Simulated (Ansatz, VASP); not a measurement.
**SnSe2 in VASP and in Ansatz**

```
CELL_PARAMETERS angstrom
6.70670 0.00000 0.00000
0.00000 6.70670 0.00000
0.00000 0.00000 4.09130
ATOMIC_POSITIONS crystal
Sn 0.00000 0.00000 0.00000
Sn 0.50000 0.50000 0.50000
Se 0.30700 0.30700 0.00000
Se 0.19300 0.80700 0.50000
Se 0.80700 0.19300 0.50000
Se 0.69300 0.69300 0.00000
```

Alike in both runs: task single point; functional PBE; k mesh 4 × 4 × 6; occupations fermi-dirac, width 0.02 eV; no spin polarisation.

|  | VASP | Ansatz |
| --- | --- | --- |
| version | VASP 6.6.1 | Ansatz 0.2.0 |
| potentials or method | VASP PAW PBE potentials, release 64 (Sn_d, Se) | plane waves, PAW |
| plane-wave cutoff (eV) | 520 | 420 |
| valence electrons in the cell | 52 | 92 |

Ansatz gave:

```
pressure (GPa)                                                : -2.5
traceless stress, the component that is largest in VASP (GPa) : -0.51
rms of the force components (eV/Å)                            : 0.082
```

Problem. Estimate VASP's values.

Solution. Pressure (GPa): -2.5; traceless stress, the component that is largest in VASP (GPa): -0.49; rms of the force components (eV/Å): 0.079.

Atom by atom the forces differ by 0.002 eV/Å (rms over components). VASP's potentials hold 52 valence electrons a cell and Ansatz's 92, so a difference there can come from the potentials and not from the codes.
